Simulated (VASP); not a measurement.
Write the native input for VASP 6.6.1 that does the following.

| Property | Result |
| --- | --- |
| Task | relaxation of cell and atoms |
| Functional | PBE |
| Potentials or basis | VASP PAW PBE potentials, release 64 (Ti_sv, O) |
| Cutoff | 600 eV |
| k mesh | 6 × 6 × 10 |
| Occupations | gaussian, width 0.02 eV |
| Spin | no spin polarisation |
| Dipole correction | no |
| Further INCAR settings | ALGO = Normal; EDIFF = 1e-06; IBRION = 2; EDIFFG = -0.01; NSW = 80; ISIF = 3 |

The structure of TiO2 lies in POSCAR:

```
TiO2
1.0
    4.6446064864      0.0000000000      0.0000000000
    0.0000000000      4.6446064864      0.0000000000
    0.0000000000      0.0000000000      2.9643635156
Ti O
2 4
Direct
    0.5000000000      0.5000000000      0.5000000000
    0.0000000000      0.0000000000      0.0000000000
    0.1947010488      0.8052989512      0.5000000000
    0.8052989512      0.1947010488      0.5000000000
    0.3052989512      0.3052989512      0.0000000000
    0.6947010488      0.6947010488      0.0000000000
```

These files were run (other wordings do the same):

INCAR

```
ALGO = Normal ; EDIFF = 1E-6
EDIFFG = -0.01 ; ENCUT = 600
GGA = PE ; IBRION = 2
ISIF = 3 ; ISMEAR = 0
LASPH = T ; LCHARG = F
LREAL = F ; LWAVE = F
NELM = 60 ; NSW = 80
PREC = Accurate ; SIGMA = 0.02
```

KPOINTS

```
k-points
0
Gamma
  6 6 10
```

Potentials or basis: VASP PAW PBE potentials, release 64 (Ti_sv, O).

Run with:

```sh
$ cat potpaw_PBE.64/Ti_sv/POTCAR potpaw_PBE.64/O/POTCAR > POTCAR
$ mpirun -np 1 vasp_std > vasp.out
```

It gave:

* Relaxed volume: 10.67 Å³/atom
* Relaxed cell: a = 4.645 Å, b = 4.645 Å, c = 2.967 Å, α = 90.00°, β = 90.00°, γ = 90.00°
* Space group after relaxing (to 0.1 Å): P4_2/mnm (No. 136)
* Energy gained by relaxing: 0.0 meV/atom
* Ionic steps: 4
* Pressure after relaxing: 0.0 GPa
* Band gap on the k mesh: 1.83 eV

Run time: 3.2 min on 1 thread of AMD EPYC 9R45 96-Core Processor (Zen 5) (shared host), peak memory 0.23 GiB.
